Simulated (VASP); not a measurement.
# C in VASP: single point with LDA

Aim: the single point of C with LDA.

Everything below comes from runs of VASP 6.6.1. Logs are shortened: lines on timing, memory, paths and dates and some standing lists are left out, and cuts for length are marked.

**1. The cell of the first run**

The cell holds a slab with vacuum, 8 atoms: a = 2.445 Å, b = 2.445 Å, c = 48.102 Å, α = 90.00°, β = 90.00°, γ = 120.00°.

**2. Single point, LDA**

INCAR reads:

```
PREC     = Accurate       # precision mode
ENCUT    = 520            # plane-wave cutoff, eV
EDIFF    = 1E-6           # SCF threshold, eV
ISMEAR   = 0              # smearing method
SIGMA    = 0.15           # smearing width, eV
LREAL    = False          # projectors in reciprocal space
LASPH    = True           # aspherical terms in the spheres
NELM     = 100            # most SCF steps
ALGO     = Normal         # electronic algorithm
ISIF     = 2              # what is computed and relaxed
LWAVE    = False          # write WAVECAR
LCHARG   = False          # write CHGCAR
NBANDS   = 26             # bands
```

KPOINTS reads:

```
regular mesh
0
Gamma
  18 18 1
```

POSCAR reads:

```
C
1.0
    2.4450638166      0.0000000000      0.0000000000
   -1.2225319083      2.1174873790      0.0000000000
    0.0000000000      0.0000000000     48.1016987918
C
8
Direct
    0.0000000000      0.0000000000      0.2844177836
    0.0000000000      0.0000000000      0.7844177836
    0.0000000000      0.0000000000      0.2155822164
    0.0000000000      0.0000000000      0.7155822164
    0.3333333333      0.6666666667      0.2155692605
    0.3333333333      0.6666666667      0.7155692605
    0.6666666667      0.3333333333      0.2844307395
    0.6666666667      0.3333333333      0.7844307395
```

Potentials or basis: VASP PAW LDA potentials, release 64 (C).

Run with:

```sh
cat potpaw_LDA.64/C/POTCAR > POTCAR
mpirun -np 1 vasp_std > vasp.out
```

OUTCAR:

```text
PREC = Accurate
   ENCUT = 520
   EDIFF = 1E-6
   ISMEAR = 0
   LREAL = False
   LASPH = True
   NELM = 100
   ISIF = 2

 ion  position               nearest neighbor table
   1  0.000  0.000  0.284-   7 1.41   7 1.41   7 1.41
   2  0.000  0.000  0.784-   8 1.41   8 1.41   8 1.41
   3  0.000  0.000  0.216-   5 1.41   5 1.41   5 1.41
   4  0.000  0.000  0.716-   6 1.41   6 1.41   6 1.41
   5  0.333  0.667  0.216-   3 1.41   3 1.41   3 1.41
   6  0.333  0.667  0.716-   4 1.41   4 1.41   4 1.41
   7  0.667  0.333  0.284-   1 1.41   1 1.41   1 1.41
   8  0.667  0.333  0.784-   2 1.41   2 1.41   2 1.41
[... 7 lines left out ...]
 A1 = (   2.4450638166,   0.0000000000,   0.0000000000)
 A2 = (  -1.2225319083,   2.1174873790,   0.0000000000)
 A3 = (   0.0000000000,   0.0000000000,  48.1016987918)

Analysis of symmetry for initial positions (statically):
=====================================================================
 Subroutine PRICEL returns following result:

  LATTYP: Found a hexagonal cell.
 ALAT       =     2.4450638166
 C/A-ratio  =     9.8364914783

  Lattice vectors:

 A1 = (   2.4450638166,   0.0000000000,   0.0000000000)
 A2 = (  -1.2225319083,   2.1174873790,   0.0000000000)
 A3 = (   0.0000000000,   0.0000000000,  24.0508493959)

   2 primitive cells build up your supercell.

 Routine SETGRP: Setting up the symmetry group for a
 hexagonal supercell.

 Subroutine GETGRP returns: Found 12 space group operations
 (whereof 12 operations were pure point group operations)
 out of a pool of 24 trial point group operations.

The static configuration has the point symmetry D_3d.

Analysis of symmetry for dynamics (positions and initial velocities):
=====================================================================
 Subroutine PRICEL returns following result:

  LATTYP: Found a hexagonal cell.
 ALAT       =     2.4450638166
 C/A-ratio  =     9.8364914783

  Lattice vectors:

 A1 = (   2.4450638166,   0.0000000000,   0.0000000000)
 A2 = (  -1.2225319083,   2.1174873790,   0.0000000000)
 A3 = (   0.0000000000,   0.0000000000,  24.0508493959)

   2 primitive cells build up your supercell.

 Routine SETGRP: Setting up the symmetry group for a
 hexagonal supercell.
[... 108 lines left out ...]
   NELM   =    100;   NELMIN=  2; NELMDL= -5     # of ELM steps
   EDIFF  = 0.1E-05   stopping-criterion for ELM
   LREAL  =      F    real-space projection
   EDIFFG = 0.1E-04   stopping-criterion for IOM
   NSW    =      0    number of steps for IOM
   IBRION =     -1    ionic relax: 0-MD 1-quasi-New 2-CG
   NFREE  =      0    steps in history (QN), initial steepest desc. (CG)
   ISIF   =      2    stress and relaxation
   ISYM   =      2    0-nonsym 1-usesym 2-fastsym
   POTIM  = 0.5000    time-step for ionic-motion
   TEBEG  =    0.0;   TEEND  =   0.0 temperature during run
   PSTRESS=    0.0 pullay stress
   NELECT =      32.0000    total number of electrons
   NUPDOWN=      -1.0000    fix difference up-down
   EMIN   =  10.00;   EMAX   =-10.00  energy-range for DOS
   EFERMI =   0.00;   METHOD = LEGACY
   ISMEAR =     0;   SIGMA  =   0.15  broadening in eV -4-tet -1-fermi 0-gaus
   EFERMI_NEDOS =   21; number of points for ismear=-14 and -15
   IALGO  =     38    algorithm
   IMIX   =      4    mixing-type and parameters
     AMIX     =   0.40;   BMIX     =  1.00
     AMIX_MAG =   1.60;   BMIX_MAG =  1.00
  volume/ion in A,a.u.               =      31.13       210.08
  Fermi-wavevector in a.u.,A,eV,Ry     =   0.826103  1.561109  9.285250  0.682447
  Thomas-Fermi vector in A             =   1.938077
   LORBIT       =      0    0 simple, 1 ext, 2 COOP (PROOUT), +10 PAW based schemes
   GGA     = CA    functional components
   LHFCALC =     F    Hartree Fock is set to
   AEXX    =    0.0000 exact exchange contribution
   IVDW    =     0    specifies the selected vdW correction
   LEPSILON=     F    determine dielectric tensor
   LRPA    =     F    only Hartree local field effects (RPA)
 non-spin polarized calculation
 Gauss-broadening in eV      SIGMA  =   0.15
  energy-cutoff  :      520.00
  volume of cell :      249.04
 maximum number of plane-waves:      6810
   NGX =  9   NGY =  9   NGZ =179

 number of electron      31.9999991 magnetization

 Free energy of the ion-electron system (eV)
  ---------------------------------------------------
  ext. energy  EPLUGINS =         0.00000000
  ---------------------------------------------------
  free energy    TOTEN  =       -80.80107667 eV

  energy without entropy =      -80.79898247  energy(sigma->0) =      -80.80002957

 E-fermi :  -1.9378     XC(G=0):  -3.3634

 val. band max:       -1.9378006052   @ k =   0.3333   0.3333   0.0000
 cond. band min:      -1.5531396138   @ k =   0.3333   0.3333   0.0000
 fundamental gap:      0.3846609913
 Fermi energy:        -1.9377792921

 k-point     1 :       0.0000    0.0000    0.0000
  band No.  band energies     occupation
      1     -21.5045      2.00000
      2     -21.5045      2.00000
      3     -21.3290      2.00000
      4     -21.3290      2.00000
      5     -10.2634      2.00000
      6     -10.2634      2.00000
[... 685 lines left out ...]
     25       8.0297      0.00000
     26       8.0299      0.00000

 [... further k-points ...]

------------------------ aborting loop because EDIFF is reached ----------------------------------------

  FORCE on cell =-STRESS in cart. coord.  units (eV):
  Direction    XX          YY          ZZ          XY          YZ          ZX
  --------------------------------------------------------------------------------------
  -------------------------------------------------------------------------------------
  Total        0.4921737      0.4921737     -0.0485104      0.0000000      0.0000000      0.0000000
  in kB        3.1663396      3.1663396     -0.3120859      0.0000000      0.0000000      0.0000000
  external PRESSURE =       2.0068645 kB  Pullay stress =       0.0000000 kB

 VOLUME and BASIS-vectors are now :
 -----------------------------------------------------------------------------
  energy-cutoff  :      520.00
  volume of cell :      249.04
      direct lattice vectors                 reciprocal lattice vectors
     2.445063817  0.000000000  0.000000000     0.408987280  0.236128916  0.000000000
    -1.222531908  2.117487379  0.000000000     0.000000000  0.472257833  0.000000000
     0.000000000  0.000000000 48.101698792     0.000000000  0.000000000  0.020789287

 POSITION                                       TOTAL-FORCE (eV/Angst)
 -----------------------------------------------------------------------------------
      0.00000      0.00000     13.68098        -0.000000     -0.000000      0.000151
      0.00000      0.00000     37.73183        -0.000000      0.000000      0.000151
      0.00000      0.00000     10.36987         0.000000     -0.000000     -0.000151
      0.00000      0.00000     34.42072         0.000000     -0.000000     -0.000151
     -0.00000      1.41166     10.36925         0.000000      0.000000     -0.000719
     -0.00000      1.41166     34.42010         0.000000     -0.000000     -0.000719
      1.22253      0.70583     13.68160        -0.000000      0.000000      0.000719
      1.22253      0.70583     37.73245        -0.000000      0.000000      0.000719
 -----------------------------------------------------------------------------------
    total drift:                                0.000000     -0.000000      0.000000

  FREE ENERGIE OF THE ION-ELECTRON SYSTEM (eV)
  ---------------------------------------------------
  free  energy   TOTEN  =       -80.8010766741 eV

  energy  without entropy=      -80.7989824699  energy(sigma->0) =      -80.80002957
```

OSZICAR:

```text
N       E                     dE             d eps       ncg     rms          rms(c)
DAV:   1     0.232871352831E+03    0.23287E+03   -0.13045E+04  2036   0.955E+02
DAV:   2    -0.559115906030E+02   -0.28878E+03   -0.26496E+03  2858   0.230E+02
DAV:   3    -0.860106435916E+02   -0.30099E+02   -0.29849E+02  2460   0.800E+01
[... 13 lines left out ...]
DAV:  17    -0.808010412502E+02   -0.25711E-04   -0.43047E-07  1850   0.278E-03    0.741E-04
DAV:  18    -0.808010731700E+02   -0.31920E-04   -0.13711E-06  1790   0.293E-03    0.146E-03
DAV:  19    -0.808010744854E+02   -0.13155E-05   -0.29485E-08  1774   0.822E-04    0.436E-04
DAV:  20    -0.808010762476E+02   -0.17621E-05   -0.26739E-08  1448   0.730E-04    0.253E-04
DAV:  21    -0.808010766741E+02   -0.42657E-06   -0.54812E-09  1634   0.335E-04
   1 F= -.80801077E+02 E0= -.80800030E+02  d E =-.209420E-02
```

stdout:

```text
POSCAR found type information on POSCAR C
 POSCAR found :  1 types and       8 ions
 scaLAPACK will be used
 LDA part: xc-table for (Slater(with rela. corr.)+CA(PZ))
 , standard interpolation
 POSCAR, INCAR and KPOINTS ok, starting setup
 FFT: planning ... GRIDC
 FFT: planning ... GRID_SOFT
 FFT: planning ... GRID
 WAVECAR not read
 entering main loop
```

Run time: 5.3 min. Hardware: 1 thread of Intel Xeon Platinum 8259CL at 2.50GHz (Skylake/Cascade Lake), shared host; peak memory 0.35 GiB.

What came out:

```yaml
Free_energy: -80.8011 eV
Band_gap_on_the_k_mesh: zero (filled and empty bands touch)
```
